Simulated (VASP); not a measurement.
# AlCo (CsCl type) (Pm-3m) in VASP: notebook, part 2 of 2

VASP 6.6.1.

### 5 Single point, PBE (volume scaled by 0.94)

INCAR reads:

```
PREC = Accurate ; ENCUT = 520
EDIFF = 1E-6 ; ISMEAR = -1
SIGMA = 0.08 ; LREAL = F
LASPH = T ; NELM = 100
ALGO = Normal ; ISIF = 2
LWAVE = F ; LCHARG = F
GGA = PE ; NBANDS = 13
```

KPOINTS reads:

```
regular mesh
0
Gamma
  14 14 14
```

POSCAR reads:

```
AlCo
1.0
    2.7941498079      0.0000000000      0.0000000000
    0.0000000000      2.7941498079      0.0000000000
    0.0000000000      0.0000000000      2.7941498079
Co Al
1 1
Direct
    0.0000000000      0.0000000000      0.0000000000
    0.5000000000      0.5000000000      0.5000000000
```

Potentials or basis: VASP PAW PBE potentials, release 64 (Co, Al).

Command:

```console
$ cat potpaw_PBE.64/Co/POTCAR potpaw_PBE.64/Al/POTCAR > POTCAR
$ mpirun -np 1 vasp_std > vasp.out
```

OUTCAR:

```text
PREC = Accurate
   ENCUT = 520
   EDIFF = 1E-6
   ISMEAR = -1
   LREAL = F
   LASPH = T
   NELM = 100
   ISIF = 2
   GGA = PE

 ion  position               nearest neighbor table
   1  0.000  0.000  0.000-   2 2.42   2 2.42   2 2.42   2 2.42   2 2.42   2 2.42   2 2.42   2 2.42

   2  0.500  0.500  0.500-   1 2.42   1 2.42   1 2.42   1 2.42   1 2.42   1 2.42   1 2.42   1 2.42

  LATTYP: Found a simple cubic cell.
 ALAT       =     2.7941498079

  Lattice vectors:

 A1 = (   2.7941498079,   0.0000000000,   0.0000000000)
 A2 = (   0.0000000000,   2.7941498079,   0.0000000000)
 A3 = (   0.0000000000,   0.0000000000,   2.7941498079)

Analysis of symmetry for initial positions (statically):
=====================================================================
 Subroutine PRICEL returns:
 Original cell was already a primitive cell.

 Routine SETGRP: Setting up the symmetry group for a
 simple cubic supercell.

 Subroutine GETGRP returns: Found 48 space group operations
 (whereof 48 operations were pure point group operations)
 out of a pool of 48 trial point group operations.

The static configuration has the point symmetry O_h .

Analysis of symmetry for dynamics (positions and initial velocities):
=====================================================================
 Subroutine PRICEL returns:
 Original cell was already a primitive cell.

 Routine SETGRP: Setting up the symmetry group for a
 simple cubic supercell.

 Subroutine GETGRP returns: Found 48 space group operations
 (whereof 48 operations were pure point group operations)
 out of a pool of 48 trial point group operations.

The dynamic configuration has the point symmetry O_h .

 Subroutine INISYM returns: Found 48 space group operations
 (whereof 48 operations are pure point group operations),
 and found     1 'primitive' translations

----------------------------------------------------------------------------------------

                                     Primitive cell

  volume of cell :      21.8147

  direct lattice vectors                    reciprocal lattice vectors
     2.794149808  0.000000000  0.000000000     0.357890617  0.000000000  0.000000000
     0.000000000  2.794149808  0.000000000     0.000000000  0.357890617  0.000000000
     0.000000000  0.000000000  2.794149808     0.000000000  0.000000000  0.357890617

  length of vectors
     2.794149808  2.794149808  2.794149808     0.357890617  0.357890617  0.357890617

  position of ions in fractional coordinates (direct lattice)
     0.000000000  0.000000000  0.000000000
     0.500000000  0.500000000  0.500000000

  ion indices of the primitive-cell ions
   primitive index   ion index
                 1           1
                 2           2

----------------------------------------------------------------------------------------

 KPOINTS: regular mesh

Automatic generation of k-mesh.
 Grid dimensions read from file:
 generate k-points for:   14   14   14

 Generating k-lattice:

  Cartesian coordinates                     Fractional coordinates (reciprocal lattice)
     0.025563616  0.000000000  0.000000000     0.071428571  0.000000000  0.000000000
     0.000000000  0.025563616  0.000000000     0.000000000  0.071428571  0.000000000
     0.000000000  0.000000000  0.025563616     0.000000000  0.000000000  0.071428571

  Length of vectors
     0.025563616  0.025563616  0.025563616

  Shift w.r.t. Gamma in fractional coordinates (k-lattice)
     0.000000000  0.000000000  0.000000000

 Subroutine IBZKPT returns following result:
 ===========================================

 Found    120 irreducible k-points:

 Following reciprocal coordinates:
            Coordinates               Weight
  0.000000  0.000000  0.000000      1.000000
  0.071429  0.000000  0.000000      6.000000
  0.142857  0.000000  0.000000      6.000000
  0.214286  0.000000  0.000000      6.000000
  0.285714  0.000000  0.000000      6.000000
  0.357143  0.000000  0.000000      6.000000
[... 16 lines left out ...]
  0.285714  0.214286  0.000000     24.000000
  0.357143  0.214286  0.000000     24.000000
 [... further k-points ...]
   k-points           NKPTS =    120   k-points in BZ     NKDIM =    120   number of bands    NBANDS=     13
   number of dos      NEDOS =    301   number of ions     NIONS =      2
   total plane-waves  NPLWV =  13824
   dimension x,y,z NGX =    24 NGY =   24 NGZ =   24
   dimension x,y,z NGXF=    48 NGYF=   48 NGZF=   48
   ions per type =               1   1
   NGX,Y,Z   is equivalent  to a cutoff of  14.28, 14.28, 14.28 a.u.
   NGXF,Y,Z  is equivalent  to a cutoff of  28.56, 28.56, 28.56 a.u.
 SYSTEM =  unknown system
   PREC   = accura    normal or accurate (medium, high low for compatibility)
   ISTART =      0    job   : 0-new  1-cont  2-samecut
   ICHARG =      2    charge: 1-file 2-atom 10-const
   ISPIN  =      1    spin polarized calculation?
   LNONCOLLINEAR =      F non collinear calculations
   LSORBIT =      F    spin-orbit coupling
   LASPH  =      T    aspherical Exc in radial PAW
   ENCUT  =  520.0 eV  38.22 Ry    6.18 a.u.   5.20  5.20  5.20*2*pi/ulx,y,z
   NELM   =    100;   NELMIN=  2; NELMDL= -5     # of ELM steps
   EDIFF  = 0.1E-05   stopping-criterion for ELM
   LREAL  =      F    real-space projection
   EDIFFG = 0.1E-04   stopping-criterion for IOM
   NSW    =      0    number of steps for IOM
   IBRION =     -1    ionic relax: 0-MD 1-quasi-New 2-CG
   NFREE  =      0    steps in history (QN), initial steepest desc. (CG)
   ISIF   =      2    stress and relaxation
   ISYM   =      2    0-nonsym 1-usesym 2-fastsym
   POTIM  = 0.5000    time-step for ionic-motion
   TEBEG  =    0.0;   TEEND  =   0.0 temperature during run
   PSTRESS=    0.0 pullay stress
   NELECT =      12.0000    total number of electrons
   NUPDOWN=      -1.0000    fix difference up-down
   EMIN   =  10.00;   EMAX   =-10.00  energy-range for DOS
   EFERMI =   0.00;   METHOD = LEGACY
   ISMEAR =    -1;   SIGMA  =   0.08  broadening in eV -4-tet -1-fermi 0-gaus
   EFERMI_NEDOS =   21; number of points for ismear=-14 and -15
   IALGO  =     38    algorithm
   IMIX   =      4    mixing-type and parameters
     AMIX     =   0.40;   BMIX     =  1.00
     AMIX_MAG =   1.60;   BMIX_MAG =  1.00
  volume/ion in A,a.u.               =      10.91        73.61
  Fermi-wavevector in a.u.,A,eV,Ry     =   1.341381  2.534843 24.481012  1.799304
  Thomas-Fermi vector in A             =   2.469619
   LORBIT       =      0    0 simple, 1 ext, 2 COOP (PROOUT), +10 PAW based schemes
   GGA     = PE    functional components
   LHFCALC =     F    Hartree Fock is set to
   AEXX    =    0.0000 exact exchange contribution
   IVDW    =     0    specifies the selected vdW correction
   LEPSILON=     F    determine dielectric tensor
   LRPA    =     F    only Hartree local field effects (RPA)
 non-spin polarized calculation
  energy-cutoff  :      520.00
  volume of cell :       21.81
 maximum number of plane-waves:       624
 NGX is ok and might be reduce to    24
   NGX = 11   NGY = 11   NGZ = 11

 number of electron      12.0000001 magnetization

 Free energy of the ion-electron system (eV)
  ---------------------------------------------------
  ext. energy  EPLUGINS =         0.00000000
  ---------------------------------------------------
  free energy    TOTEN  =       -11.94659414 eV

  energy without entropy =      -11.93052806  energy(sigma->0) =      -11.93856110

 E-fermi :  11.3742     XC(G=0): -12.5570

 val. band max:       11.3697605241   @ k =   0.4286   0.4286   0.0714
 cond. band min:      11.3782599500   @ k =   0.5000   0.3571   0.0000
 fundamental gap:      0.0084994258
 Fermi energy:        11.3741678150

 k-point     1 :       0.0000    0.0000    0.0000
  band No.  band energies     occupation
      1      -0.0902      2.00000
      2       8.1555      2.00000
      3       8.1555      2.00000
      4      10.4769      1.99997
      5      10.4769      1.99997
      6      10.4769      1.99997
      7      17.6671      0.00000
      8      17.6671      0.00000
      9      17.6671      0.00000
     10      20.3754      0.00000
     11      20.3754      0.00000
     12      27.7354      0.00000
     13      33.7592      0.00000
[... 353 lines left out ...]
 k-point    24 :       0.3571    0.2143    0.0000
  band No.  band energies     occupation
      1       3.1282      2.00000
      2       7.1047      2.00000
      3       8.6627      2.00000
      4       9.3946      2.00000
      5       9.7623      2.00000
      6      10.2128      2.00000
      7      12.1253      0.00017
      8      16.1284      0.00000
      9      20.0722      0.00000
     10      21.6725      0.00000
     11      24.0662      0.00000
     12      26.5273      0.00000
     13      28.8173      0.00000

 [... further k-points ...]
[... 5 lines left out ...]
  --------------------------------------------------------------------------------------
  -------------------------------------------------------------------------------------
  Total        1.7110376      1.7110376      1.7110376      0.0000000      0.0000000     -0.0000000
  in kB      125.6669494    125.6669494    125.6669494      0.0000000      0.0000000     -0.0000000
  external PRESSURE =     125.6669494 kB  Pullay stress =       0.0000000 kB

 VOLUME and BASIS-vectors are now :
 -----------------------------------------------------------------------------
  energy-cutoff  :      520.00
  volume of cell :       21.81
      direct lattice vectors                 reciprocal lattice vectors
     2.794149808  0.000000000  0.000000000     0.357890617  0.000000000  0.000000000
     0.000000000  2.794149808  0.000000000     0.000000000  0.357890617  0.000000000
     0.000000000  0.000000000  2.794149808     0.000000000  0.000000000  0.357890617

 POSITION                                       TOTAL-FORCE (eV/Angst)
 -----------------------------------------------------------------------------------
      0.00000      0.00000      0.00000         0.000000      0.000000      0.000000
      1.39707      1.39707      1.39707         0.000000      0.000000      0.000000
 -----------------------------------------------------------------------------------
    total drift:                               -0.000000      0.000000      0.000000

  FREE ENERGIE OF THE ION-ELECTRON SYSTEM (eV)
  ---------------------------------------------------
  free  energy   TOTEN  =       -11.9465941355 eV

  energy  without entropy=      -11.9305280626  energy(sigma->0) =      -11.93856110
```

OSZICAR:

```text
N       E                     dE             d eps       ncg     rms          rms(c)
DAV:   1     0.384962329982E+02    0.38496E+02   -0.52639E+03  3136   0.992E+02
DAV:   2    -0.119521168949E+02   -0.50448E+02   -0.46371E+02  3320   0.177E+02
DAV:   3    -0.136131585478E+02   -0.16610E+01   -0.16495E+01  3730   0.373E+01
DAV:   4    -0.136394931828E+02   -0.26335E-01   -0.26324E-01  3755   0.418E+00
DAV:   5    -0.136403449559E+02   -0.85177E-03   -0.85175E-03  3819   0.797E-01    0.130E+01
DAV:   6    -0.159230040062E+02   -0.22827E+01   -0.55213E+01  3590   0.963E+01    0.162E+01
DAV:   7    -0.119889669475E+02    0.39340E+01   -0.26215E+01  3625   0.614E+01    0.192E+00
DAV:   8    -0.119595950664E+02    0.29372E-01   -0.14903E-01  3681   0.294E+00    0.110E+00
DAV:   9    -0.119468428603E+02    0.12752E-01   -0.25012E-02  4195   0.194E+00    0.256E-01
DAV:  10    -0.119466085503E+02    0.23431E-03   -0.47537E-04  3857   0.215E-01    0.141E-01
DAV:  11    -0.119465936314E+02    0.14919E-04   -0.17511E-05  4436   0.371E-02    0.107E-02
DAV:  12    -0.119465941355E+02   -0.50411E-06   -0.94352E-07  2558   0.918E-03
   1 F= -.11946594E+02 E0= -.11938561E+02  d E =-.160661E-01
```

Run time: 36 s. Hardware: 1 thread of Intel Xeon 8259CL, shared host; peak memory 0.17 GiB.

Results:

```
Free energy            : -11.9466 eV
Pressure               : 12.6 GPa
Band gap on the k mesh : zero (band 6 reaches 13.78 eV, above the bottom of band 7 at 11.14 eV)
```

 Spin polarisation is off, so any magnetic state and its effect on volume and gap are missing.

### 6 The runs side by side

```tsv
cell	gap on the mesh (eV)	pressure (GPa)
a = 2.648 Å, 2 atoms	none	64.0
a = 2.733 Å, 2 atoms	none	29.9
a = 2.794 Å, 2 atoms	none	12.6
```

Alike in all rows: task single point; level PBE; potentials or basis VASP PAW PBE potentials, release 64 (Co, Al); no spin polarisation; k mesh 14 × 14 × 14; cutoff (eV) 520; smearing fermi-dirac 0.08 eV.

Total energies depend on the potentials used, so only differences within one code and one set of settings carry meaning.
